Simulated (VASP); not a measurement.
Wanted: the native input for a VASP 6.6.1 run.

- Task: single point
- Functional: PBE
- Potentials or basis: VASP PAW PBE potentials, release 64 (Re)
- Cutoff: 600 eV
- k mesh: 9 × 9 × 4
- Occupations: gaussian, width 0.1 eV
- Spin: no spin polarisation
- Dipole correction: no
- Further INCAR settings: ALGO = Normal; EDIFF = 1e-06; NBANDS = 14

The structure of Re lies in POSCAR:

```
Re
1.0
    2.7599992390      0.0000000000      0.0000000000
   -1.3799996195      2.3902294553      0.0000000000
    0.0000000000      0.0000000000      4.4573987709
Re
2
Direct
    0.3333333333      0.6666666667      0.7500000000
    0.6666666667      0.3333333333      0.2500000000
```

One way to write it, as run:

INCAR

```
SYSTEM = Re
  ALGO = Normal
  EDIFF = 1E-6
  ENCUT = 600
  GGA = PE
  GGA_COMPAT = .False.
  ISIF = 2
  ISMEAR = 0
  LASPH = .True.
  LCHARG = .False.
  LREAL = .False.
  LWAVE = .False.
  NBANDS = 14
  NELM = 120
  PREC = Accurate
  SIGMA = 0.1
```

KPOINTS

```
k-points
0
Gamma
  9 9 4
  0 0 0
```

Potentials or basis: VASP PAW PBE potentials, release 64 (Re).

Run with:

```sh
$ cat potpaw_PBE.64/Re/POTCAR > POTCAR
$ mpirun -np 1 vasp_std > vasp.out
```

It gave:

* Pressure: 5.9 GPa
* Band gap on the k mesh: zero (band 7 reaches 9.02 eV, above the bottom of band 8 at 6.19 eV)

Caveat: spin-orbit coupling is left out, which moves the levels of the heavy elements.

Run time: 18 s on 1 thread of Intel(R) Xeon(R) Platinum 8259CL CPU @ 2.50GHz (Skylake/Cascade Lake), on a shared host, peak memory 0.16 GiB.
